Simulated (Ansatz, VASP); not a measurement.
**Ta4O: VASP beside Ansatz**

INCAR

```
SYSTEM = Ta4O
PREC = Accurate
ENCUT = 600
EDIFF = 1E-6
ISMEAR = 0
SIGMA = 0.1
LREAL = .False.
LASPH = .True.
NELM = 80
ALGO = Normal
ISIF = 3
LWAVE = .False.
LCHARG = .False.
GGA = PE
IBRION = 2
NSW = 100
EDIFFG = -0.01
```

Contents of KPOINTS:

```
regular mesh
0
Gamma
  10 10 10
  0 0 0
```

File POSCAR:

```
Ta4O
1.0
    4.2679820300      0.0000000000      0.0000000000
    0.0000000000      4.2679820300      0.0000000000
    0.0000000000      0.0000000000      4.2679820300
Ta O
4 1
Direct
    0.0000000000      0.0000000000      0.0000000000
    0.5000000000      0.5000000000      0.0000000000
    0.5000000000      0.0000000000      0.5000000000
    0.0000000000      0.5000000000      0.5000000000
    0.5000000000      0.5000000000      0.5000000000
```

Input for Ansatz:

```yaml
crystal:
  lattice:
    - [4.26798203, 0.0, 0.0]
    - [0.0, 4.26798203, 0.0]
    - [0.0, 0.0, 4.26798203]
  atoms:
    - { symbol: Ta, position: [0.0, 0.0, 0.0] }
    - { symbol: Ta, position: [0.5, 0.5, 0.0] }
    - { symbol: Ta, position: [0.5, 0.0, 0.5] }
    - { symbol: Ta, position: [0.0, 0.5, 0.5] }
    - { symbol: O, position: [0.5, 0.5, 0.5] }
basis:
  ecutwfc: 420
kpoints:
  mp_grid: { grid: [10, 10, 10] }
hamiltonian:
  xc: pbe
scf:
  occupations: { method: gaussian, width: 0.1 }
output:
  forces: true
  stress: true
  eigenvalues: true
  write_density: true
  write_potential: true
  elf: true
  volumetric_format: npy
relax:
  adjacent_minimum: "off"
  f_tol: 0.01
  max_steps: 80
  cell: { stress_tol: 0.05 }
```

Change from the starting cell: species swapped into the Mn4N type (Pm-3m, No. 221).

Alike in both runs: task relaxation of cell and atoms; functional PBE; k mesh 10 × 10 × 10; occupations gaussian, width 0.1 eV; no spin polarisation.

|  | VASP | Ansatz |
| --- | --- | --- |
| version | VASP 6.6.1 | Ansatz 0.2.0 |
| potentials or method | VASP PAW PBE potentials, release 64 (Ta_pv, O), cutoff 600 eV | scalar-relativistic, plane waves, PAW |
| valence electrons in the cell | 50 | 58 |

|  | VASP | Ansatz | Ansatz less VASP |
| --- | --- | --- | --- |
| gap on the k mesh at the Fermi level, each at its own relaxed structure (eV) | none | none | - |
| relaxed volume (Å³/atom) | 15.86 | 15.84 | -0.020 |
| relaxed cell length with the largest relative difference (Å) | 4.296 | 4.294 | -0.0018 |

A gap of «none» marks a metal or a gap that the smearing closes. VASP's potentials hold 50 valence electrons a cell and Ansatz's 58, so a difference there can come from the potentials and not from the codes.

Neither program's run includes spin-orbit coupling.
